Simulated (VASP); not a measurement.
Set up this calculation in VASP 6.6.1, as the native input.

* Task: single point
* Functional: PBE
* Potentials or basis: VASP PAW PBE potentials, release 64 (Zn, S)
* Cutoff: 520 eV
* k mesh: 8 × 8 × 8
* Occupations: fermi-dirac, width 0.01 eV
* Spin: non-collinear spin, zero start, spin-orbit coupling
* Starting moments: [[0.0, 0.0, 0.0], [0.0, 0.0, 0.0]] μB
* Dipole correction: no
* Further INCAR settings: ALGO = Normal; EDIFF = 1e-06; NBANDS = 30

The structure of ZnS lies in POSCAR:

```
ZnS
1.0
    0.0000000000      2.7046500000      2.7046500000
    2.7046500000      0.0000000000      2.7046500000
    2.7046500000      2.7046500000      0.0000000000
Zn S
1 1
Direct
    0.0000000000      0.0000000000      0.0000000000
    0.7500000000      0.7500000000      0.7500000000
```

These files were run (other wordings do the same):

INCAR

```
SYSTEM = ZnS
PREC = Accurate
ENCUT = 520
EDIFF = 1E-6
ISMEAR = -1
SIGMA = 0.01
LREAL = .FALSE.
LASPH = .TRUE.
NELM = 150
ALGO = Normal
ISIF = 2
LWAVE = .FALSE.
LCHARG = .FALSE.
LNONCOLLINEAR = .TRUE.
MAGMOM = 0 0 0 0 0 0
LORBIT = 11
LSORBIT = .TRUE.
GGA_COMPAT = .FALSE.
LORBMOM = .TRUE.
GGA = PE
NBANDS = 30
```

KPOINTS

```
Automatic mesh
0
G
  8 8 8
  0 0 0
```

Potentials or basis: VASP PAW PBE potentials, release 64 (Zn, S).

Run with:

```console
$ cat potpaw_PBE.64/Zn/POTCAR potpaw_PBE.64/S/POTCAR > POTCAR
$ mpirun -np 1 vasp_ncl > vasp.out
```

It gave:

```json
{
 "Pressure": "1.5 GPa",
 "Net moment": "0.00 μB per cell",
 "Valence electrons inside the program's atomic spheres": "Zn 10.79; S 3.75"
}
```

Run time: 71 s on 1 thread of Intel(R) Xeon(R) Platinum 8488C (Sapphire Rapids) (shared host), peak memory 0.28 GiB.
